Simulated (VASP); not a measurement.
# LiH3 (P6_3/mmc) in VASP: further runs

The runs below take LiH3 through single point, relaxation of cell and atoms, with PBE.

Everything below comes from runs of VASP 6.6.1. Logs are shortened: lines on timing, memory, paths and dates and some standing lists are left out, and cuts for length are marked.

## (1) The cell of the first run

Symmetry: P6_3/mmc, No. 194, hexagonal system. Conventional cell: a = 5.682 Å, b = 5.682 Å, c = 2.644 Å, α = 90.00°, β = 90.00°, γ = 120.00°. Within 2.3 Å of Li (site symmetry -6m2) lie 9 H at 1.76 to 2.02 Å. H (site symmetry mm2) has 2 H at 1.34 Å and 1 Li at 1.76 Å within 1.8 Å.

The cell was built from a structure type or drawn by symmetry, and may not be a known phase.

## (2) Single point, PBE

File INCAR:

```
SYSTEM = LiH3
ALGO     = Normal         ! electronic algorithm
EDIFF    = 1E-6           ! SCF threshold, eV
ENCUT    = 520            ! plane-wave cutoff, eV
GGA      = PE             ! functional
ISIF     = 2              ! what is computed and relaxed
ISMEAR   = 0              ! smearing method
LASPH    = .TRUE.         ! aspherical terms in the spheres
LCHARG   = .FALSE.        ! write CHGCAR
LREAL    = .FALSE.        ! projectors in reciprocal space
LWAVE    = .FALSE.        ! write WAVECAR
NBANDS   = 16             ! bands
NELM     = 100            ! most SCF steps
PREC     = Accurate       ! precision mode
SIGMA    = 0.1            ! smearing width, eV
```

File KPOINTS:

```
k-points
0
G
  6 6 6
  0 0 0
```

File POSCAR:

```
LiH3
1.0
    5.6823035291      0.0000000000      0.0000000000
   -2.8411517646      4.9210192082      0.0000000000
    0.0000000000      0.0000000000      2.6442876648
Li H
2 6
Direct
    0.3333333333      0.6666666667      0.7500000000
    0.6666666667      0.3333333333      0.2500000000
    0.4879750342      0.5120249658      0.2500000000
    0.0240499316      0.5120249658      0.2500000000
    0.4879750342      0.9759500684      0.2500000000
    0.5120249658      0.0240499316      0.7500000000
    0.5120249658      0.4879750342      0.7500000000
    0.9759500684      0.4879750342      0.7500000000
```

Potentials or basis: VASP PAW PBE potentials, release 64 (Li_sv, H).

On the command line:

```sh
> cat potpaw_PBE.64/Li_sv/POTCAR potpaw_PBE.64/H/POTCAR > POTCAR
> mpirun -np 1 vasp_std > vasp.out
```

OUTCAR:

```text
SYSTEM = LiH3
   EDIFF = 1E-6
   ENCUT = 520
   GGA = PE
   ISIF = 2
   ISMEAR = 0
   LASPH = .TRUE.
   LREAL = .FALSE.
   NELM = 100
   PREC = Accurate

 ion  position               nearest neighbor table
   1  0.333  0.667  0.750-
   2  0.667  0.333  0.250-
   3  0.488  0.512  0.250-
   4  0.024  0.512  0.250-
   5  0.488  0.976  0.250-
   6  0.512  0.024  0.750-
   7  0.512  0.488  0.750-
   8  0.976  0.488  0.750-

  LATTYP: Found a hexagonal cell.
 ALAT       =     5.6823035291
 C/A-ratio  =     0.4653548779

  Lattice vectors:

 A1 = (   5.6823035291,   0.0000000000,   0.0000000000)
 A2 = (  -2.8411517646,   4.9210192082,   0.0000000000)
 A3 = (   0.0000000000,   0.0000000000,   2.6442876648)

Analysis of symmetry for initial positions (statically):
=====================================================================
 Subroutine PRICEL returns:
 Original cell was already a primitive cell.

 Routine SETGRP: Setting up the symmetry group for a
 hexagonal supercell.

 Subroutine GETGRP returns: Found 24 space group operations
 (whereof 12 operations were pure point group operations)
 out of a pool of 24 trial point group operations.

The static configuration has the point symmetry D_3d.
 The point group associated with its full space group is D_6h.

Analysis of symmetry for dynamics (positions and initial velocities):
=====================================================================
 Subroutine PRICEL returns:
 Original cell was already a primitive cell.

 Routine SETGRP: Setting up the symmetry group for a
 hexagonal supercell.

 Subroutine GETGRP returns: Found 24 space group operations
 (whereof 12 operations were pure point group operations)
 out of a pool of 24 trial point group operations.

The dynamic configuration has the point symmetry D_3d.
 The point group associated with its full space group is D_6h.

 Subroutine INISYM returns: Found 24 space group operations
 (whereof 12 operations are pure point group operations),
 and found     1 'primitive' translations

----------------------------------------------------------------------------------------

                                     Primitive cell

  volume of cell :      73.9415

  direct lattice vectors                    reciprocal lattice vectors
     5.682303529  0.000000000  0.000000000     0.175984967  0.101604968  0.000000000
    -2.841151765  4.921019208  0.000000000     0.000000000  0.203209936  0.000000000
     0.000000000  0.000000000  2.644287665     0.000000000  0.000000000  0.378173681

  length of vectors
     5.682303529  5.682303529  2.644287665     0.203209936  0.203209936  0.378173681

  position of ions in fractional coordinates (direct lattice)
     0.333333333  0.666666667  0.750000000
     0.666666667  0.333333333  0.250000000
     0.487975034  0.512024966  0.250000000
     0.024049932  0.512024966  0.250000000
     0.487975034  0.975950068  0.250000000
     0.512024966  0.024049932  0.750000000
     0.512024966  0.487975034  0.750000000
     0.975950068  0.487975034  0.750000000

  ion indices of the primitive-cell ions
   primitive index   ion index
                 1           1
                 2           2
                 3           3
                 4           4
                 5           5
                 6           6
                 7           7
                 8           8

----------------------------------------------------------------------------------------

 KPOINTS: k-points

Automatic generation of k-mesh.
 Grid dimensions read from file:
 generate k-points for:    6    6    6

 Generating k-lattice:

  Cartesian coordinates                     Fractional coordinates (reciprocal lattice)
     0.029330828  0.016934161  0.000000000     0.166666667  0.000000000  0.000000000
     0.000000000  0.033868323  0.000000000     0.000000000  0.166666667  0.000000000
     0.000000000  0.000000000  0.063028947     0.000000000  0.000000000  0.166666667

  Length of vectors
     0.033868323  0.033868323  0.063028947

[... 48 lines left out ...]
  ext. energy  EPLUGINS =         0.00000000
  ---------------------------------------------------
  free energy    TOTEN  =       -21.96854208 eV

  energy without entropy =      -21.96653080  energy(sigma->0) =      -21.96753644

 E-fermi :   0.7493     XC(G=0):  -6.6865

 val. band max:        0.4916072793   @ k =   0.3333   0.1667   0.3333
 cond. band min:       0.8181919094   @ k =   0.3333   0.0000   0.3333
 fundamental gap:      0.3265846301
 Fermi energy:         0.7492640475

 k-point     1 :       0.0000    0.0000    0.0000
  band No.  band energies     occupation
      1     -46.4469      2.00000
      2     -46.4407      2.00000
      3      -9.0907      2.00000
      4      -7.6277      2.00000
      5      -7.6277      2.00000
      6       1.6518      0.00000
[... 8 lines left out ...]
     15      11.2573      0.00000
     16      11.2573      0.00000

 k-point     2 :       0.1667    0.0000    0.0000
  band No.  band energies     occupation
      1     -46.4465      2.00000
      2     -46.4410      2.00000
      3      -9.0181      2.00000
      4      -7.7399      2.00000
      5      -7.6403      2.00000
      6       1.8281      0.00000
[... 8 lines left out ...]
     15      11.5756      0.00000
     16      11.7802      0.00000

 k-point     3 :       0.3333    0.0000    0.0000
  band No.  band energies     occupation
      1     -46.4455      2.00000
      2     -46.4420      2.00000
      3      -8.8214      2.00000
      4      -8.0140      2.00000
      5      -7.6654      2.00000
      6       1.6461      0.00000
[... 8 lines left out ...]
     15      11.6403      0.00000
     16      11.7757      0.00000
[... 362 lines left out ...]
 k-point    23 :       0.1667    0.0000    0.5000
  band No.  band energies     occupation
      1     -46.4135      2.00000
      2     -46.4135      2.00000
      3      -4.4958      2.00000
      4      -4.4958      2.00000
      5      -2.5395      2.00000
      6      -2.5395      2.00000
[... 8 lines left out ...]
     15      10.4315      0.00000
     16      10.4315      0.00000

 k-point    24 :       0.3333    0.0000    0.5000
  band No.  band energies     occupation
      1     -46.4135      2.00000
      2     -46.4135      2.00000
      3      -4.4002      2.00000
      4      -4.4002      2.00000
      5      -2.7071      2.00000
      6      -2.7071      2.00000
[... 8 lines left out ...]
     15      10.9774      0.00000
     16      10.9774      0.00000

 [... further k-points ...]

------------------------ aborting loop because EDIFF is reached ----------------------------------------

  FORCE on cell =-STRESS in cart. coord.  units (eV):
  Direction    XX          YY          ZZ          XY          YZ          ZX
  --------------------------------------------------------------------------------------
  -------------------------------------------------------------------------------------
  Total       -0.2126235     -0.2126235     -0.0624547      0.0000000      0.0000000      0.0000000
  in kB       -4.6071642     -4.6071642     -1.3532795      0.0000000      0.0000000      0.0000000
  external PRESSURE =      -3.5225360 kB  Pullay stress =       0.0000000 kB

 VOLUME and BASIS-vectors are now :
 -----------------------------------------------------------------------------
  energy-cutoff  :      520.00
  volume of cell :       73.94
      direct lattice vectors                 reciprocal lattice vectors
     5.682303529  0.000000000  0.000000000     0.175984967  0.101604968  0.000000000
    -2.841151765  4.921019208  0.000000000     0.000000000  0.203209936  0.000000000
     0.000000000  0.000000000  2.644287665     0.000000000  0.000000000  0.378173681

 POSITION                                       TOTAL-FORCE (eV/Angst)
 -----------------------------------------------------------------------------------
     -0.00000      3.28068      1.98322        -0.000000     -0.000000      0.000000
      2.84115      1.64034      0.66107        -0.000000      0.000000      0.000000
      1.31808      2.51968      0.66107        -0.009386      0.005419      0.000000
     -1.31808      2.51968      0.66107         0.009386      0.005419      0.000000
     -0.00000      4.80267      0.66107         0.000000     -0.010838     -0.000000
      2.84115      0.11835      1.98322        -0.000000      0.010838      0.000000
      1.52307      2.40133      1.98322         0.009386     -0.005419      0.000000
      4.15923      2.40133      1.98322        -0.009386     -0.005419     -0.000000
 -----------------------------------------------------------------------------------
    total drift:                               -0.000000      0.000000     -0.000000

  FREE ENERGIE OF THE ION-ELECTRON SYSTEM (eV)
  ---------------------------------------------------
  free  energy   TOTEN  =       -21.9685420764 eV

  energy  without entropy=      -21.9665308040  energy(sigma->0) =      -21.96753644
```

It took 31 s on 1 thread of Intel Xeon Platinum 8259CL at 2.50GHz (Skylake/Cascade Lake), shared host; peak memory 0.17 GiB.

Results:

```yaml
Free_energy: -21.9685 eV
Largest_force: 0.011 eV/Å
Band_gap_on_the_k_mesh: zero (bands 6 and 7 overlap by 5.14 eV)
```

Forces in eV/Å, atoms in the order of the input:
```
Li   0.000  0.000  0.000
Li   0.000  0.000  0.000
H   -0.009  0.005  0.000
H    0.009  0.005  0.000
H    0.000 -0.011  0.000
H    0.000  0.011  0.000
H    0.009 -0.005  0.000
H   -0.009 -0.005  0.000
```

Levels at points of the mesh, in eV from the Fermi level:
```tsv
k point	band 1	band 2	band 3	band 4	band 5	band 6	band 7	band 8	band 9	band 10
(0.00, 0.00, 0.00)	-47.20	-47.19	-9.84	-8.38	-8.38	0.90	1.57	1.57	3.92	8.34
(0.50, 0.00, 0.00)	-47.19	-47.19	-9.40	-8.98	-8.43	0.77	2.83	3.74	3.93	4.21
(0.00, 0.00, 0.50)	-47.16	-47.16	-5.29	-5.29	-3.21	-3.21	-3.21	-3.21	4.83	4.83
(0.50, 0.00, 0.50)	-47.16	-47.16	-5.09	-5.09	-3.55	-3.55	-3.26	-3.26	4.94	4.94
```

Caveat: the k points lie up to 0.40 Å⁻¹ apart, too coarse for converged energies and pressures of a metal; the cutoff is under 1.25 times the usual one of these potentials, so pressure, stress and relaxed cells hold a basis-set (Pulay) error.

## (3) Relaxation of cell and atoms, PBE

This run uses another cell than the first one, of 9.28 Å³/atom.

File INCAR:

```
  ALGO = Normal
  EDIFF = 1E-6
  EDIFFG = -0.04
  ENCUT = 600
  GGA = PE
  IBRION = 2
  ISIF = 3
  ISMEAR = 0
  LASPH = True
  LCHARG = False
  LREAL = False
  LWAVE = False
  NELM = 100
  NSW = 90
  PREC = Accurate
  SIGMA = 0.1
```

File KPOINTS:

```
k-points
0
Gamma
  3 3 6
```

File POSCAR:

```
LiH3
1.0
    5.7866780257      0.0000000000      0.0000000000
   -2.8933390128      5.0114101737      0.0000000000
    0.0000000000      0.0000000000      2.5596579074
Li H
2 6
Direct
    0.3333333333      0.6666666667      0.7500000000
    0.6666666667      0.3333333333      0.2500000000
    0.4878072364      0.5121927636      0.2500000000
    0.0243855272      0.5121927636      0.2500000000
    0.4878072364      0.9756144728      0.2500000000
    0.5121927636      0.0243855272      0.7500000000
    0.5121927636      0.4878072364      0.7500000000
    0.9756144728      0.4878072364      0.7500000000
```

Potentials or basis: VASP PAW PBE potentials, release 64 (Li_sv, H).

On the command line:

```sh
> cat potpaw_PBE.64/Li_sv/POTCAR potpaw_PBE.64/H/POTCAR > POTCAR
> mpirun -np 1 vasp_std > vasp.out
```

Wall time 32 s (1 thread of Intel Xeon Platinum 8259CL at 2.50GHz (Skylake/Cascade Lake), shared host); peak memory 0.19 GiB.

Results (log left out):

| Quantity | Value |
| --- | --- |
| Free energy | -21.9489 eV |
| Relaxed volume | 9.38 Å³/atom |
| Relaxed cell | a = 5.716 Å, b = 5.716 Å, c = 2.652 Å, α = 90.00°, β = 90.00°, γ = 120.00° |
| Space group after relaxing (to 0.1 Å) | P6_3/mmc (No. 194) |
| Energy gained by relaxing | 7.0 meV/atom |
| Ionic steps | 4 |
| Pressure after relaxing | -0.5 GPa |
| Largest force after relaxing | 0.023 eV/Å |
| Band gap on the k mesh | zero (bands 6 and 7 overlap by 5.13 eV) |

Forces on the atoms (eV/Å):
```
Li   0.000  0.000  0.000
Li   0.000  0.000  0.000
H   -0.020  0.012  0.000
H    0.020  0.012  0.000
H    0.000 -0.023  0.000
H    0.000  0.023  0.000
H    0.020 -0.012  0.000
H   -0.020 -0.012  0.000
```

Stress tensor (GPa, compression positive):
```
-0.63  0.00  0.00
 0.00 -0.63  0.00
 0.00  0.00 -0.37
```

The path:
```tsv
step	energy change (eV)	largest force (eV/Å)	pressure (GPa)	volume (Å³)
1	0.0000	0.0498	0.57	74.23
2	-0.0361	0.0344	0.09	74.57
3	-0.0557	0.0170	-0.49	75.01
4	-0.0559	0.0231	-0.55	75.05
```

Final structure:
```
Li H
1.0
     5.71607    0.00000    0.00000
    -2.85804    4.95027    0.00000
     0.00000    0.00000    2.65247
Li H
2 6
Direct
  0.33333 0.66667 0.75000
  0.66667 0.33333 0.25000
  0.48840 0.51160 0.25000
  0.02319 0.51160 0.25000
  0.48840 0.97681 0.25000
  0.51160 0.02319 0.75000
  0.51160 0.48840 0.75000
  0.97681 0.48840 0.75000
```

Levels at points of the mesh, in eV from the Fermi level:
```csv
k point,band 3,band 4,band 5,band 6,band 7,band 8
"(0.00, 0.00, 0.00)",-9.83,-8.39,-8.39,0.85,1.53,1.53
"(0.00, 0.00, 0.50)",-5.29,-5.29,-3.26,-3.26,-3.26,-3.26
```

Caveat: the k points lie up to 0.42 Å⁻¹ apart in the final cell, too coarse for converged energies and pressures of a metal; the cutoff is under 1.25 times the usual one of these potentials, so pressure, stress and relaxed cells hold a basis-set (Pulay) error.

## (4) Relaxation of cell and atoms, PBE

File INCAR:

```
PREC = Accurate
ENCUT = 600
EDIFF = 1E-7
ISMEAR = 0
SIGMA = 0.1
LREAL = F
LASPH = T
NELM = 100
ALGO = Normal
ISIF = 3
LWAVE = F
LCHARG = F
GGA = PE
IBRION = 2
NSW = 90
EDIFFG = -0.04
```

File KPOINTS:

```
regular mesh
0
Gamma
  6 6 6
```

File POSCAR:

```
LiH3
1.0
    5.6823035291      0.0000000000      0.0000000000
   -2.8411517646      4.9210192082      0.0000000000
    0.0000000000      0.0000000000      2.6442876648
Li H
2 6
Direct
    0.3333333333      0.6666666667      0.7500000000
    0.6666666667      0.3333333333      0.2500000000
    0.4879750342      0.5120249658      0.2500000000
    0.0240499316      0.5120249658      0.2500000000
    0.4879750342      0.9759500684      0.2500000000
    0.5120249658      0.0240499316      0.7500000000
    0.5120249658      0.4879750342      0.7500000000
    0.9759500684      0.4879750342      0.7500000000
```

On the command line:

```sh
> cat potpaw_PBE.64/Li_sv/POTCAR potpaw_PBE.64/H/POTCAR > POTCAR
> mpirun -np 1 vasp_std > vasp.out
```

It took 27 s on 1 thread of Intel Xeon Platinum 8259CL at 2.50GHz (Skylake/Cascade Lake), shared host; peak memory 0.22 GiB.

Results (log left out):

```
Free energy                  : -21.9705 eV
Pressure after relaxing      : -0.3 GPa
Largest force after relaxing : 0.010 eV/Å
Band gap on the k mesh       : zero (bands 6 and 7 overlap by 5.14 eV)
```

Forces in eV/Å, atoms in the order of the input:
```
Li   0.000  0.000  0.000
Li   0.000  0.000  0.000
H   -0.009  0.005  0.000
H    0.009  0.005  0.000
H    0.000 -0.010  0.000
H    0.000  0.010  0.000
H    0.009 -0.005  0.000
H   -0.009 -0.005  0.000
```

Stress tensor (GPa, compression positive):
```
-0.40  0.00  0.00
 0.00 -0.40  0.00
 0.00  0.00 -0.07
```

Final structure:
```yaml
crystal:
  lattice:
    - [5.68230, 0.00000, 0.00000]
    - [-2.84115, 4.92102, 0.00000]
    - [0.00000, 0.00000, 2.64429]
  atoms:
    - { symbol: Li, position: [0.33333, 0.66667, 0.75000] }
    - { symbol: Li, position: [0.66667, 0.33333, 0.25000] }
    - { symbol: H, position: [0.48798, 0.51202, 0.25000] }
    - { symbol: H, position: [0.02405, 0.51202, 0.25000] }
    - { symbol: H, position: [0.48797, 0.97595, 0.25000] }
    - { symbol: H, position: [0.51202, 0.02405, 0.75000] }
    - { symbol: H, position: [0.51202, 0.48797, 0.75000] }
    - { symbol: H, position: [0.97595, 0.48797, 0.75000] }
```

Levels at points of the mesh, in eV from the Fermi level:
```csv
k point,band 1,band 2,band 3,band 4,band 5,band 6,band 7,band 8,band 9,band 10
"(0.00, 0.00, 0.00)",-47.19,-47.19,-9.84,-8.38,-8.38,0.90,1.57,1.57,3.93,8.34
"(0.50, 0.00, 0.00)",-47.19,-47.19,-9.40,-8.98,-8.43,0.77,2.83,3.74,3.93,4.21
"(0.00, 0.00, 0.50)",-47.16,-47.16,-5.29,-5.29,-3.21,-3.21,-3.21,-3.21,4.82,4.82
"(0.50, 0.00, 0.50)",-47.16,-47.16,-5.09,-5.09,-3.55,-3.55,-3.26,-3.26,4.94,4.94
```

Caveat: the k points lie up to 0.40 Å⁻¹ apart in the final cell, too coarse for converged energies and pressures of a metal; the cutoff is under 1.25 times the usual one of these potentials, so pressure, stress and relaxed cells hold a basis-set (Pulay) error; the relaxation stopped at its first step, so nothing moved.

## (5) Overview

| task | cell | k mesh | cutoff (eV) | gap on the mesh (eV) | pressure (GPa) | largest force (eV/Å) |
| --- | --- | --- | --- | --- | --- | --- |
| single point | a = 5.682, b = 5.682, c = 2.644 Å, angles 90.0, 90.0, 120.0°, 8 atoms | 6 × 6 × 6 | 520 | none | - | 0.01 |
| relaxation of cell and atoms | relaxed from a = 5.787, b = 5.787, c = 2.560 Å, angles 90.0, 90.0, 120.0°, 8 atoms | 3 × 3 × 6 | 600 | none | -0.5 | 0.02 |
| relaxation of cell and atoms | relaxed from a = 5.682, b = 5.682, c = 2.644 Å, angles 90.0, 90.0, 120.0°, 8 atoms | 6 × 6 × 6 | 600 | none | -0.3 | 0.01 |

Alike in all rows: level PBE; potentials or basis VASP PAW PBE potentials, release 64 (Li_sv, H); no spin polarisation; smearing gaussian 0.1 eV.

Caveats: all runs use coarse meshes; the cutoff is under 1.25 times the usual one of these potentials, so pressure, stress and relaxed cells hold a basis-set (Pulay) error; the relaxation stopped at its first step, so nothing moved (at least some runs).

Total energies depend on the potentials used, so only differences within one code and one set of settings carry meaning.
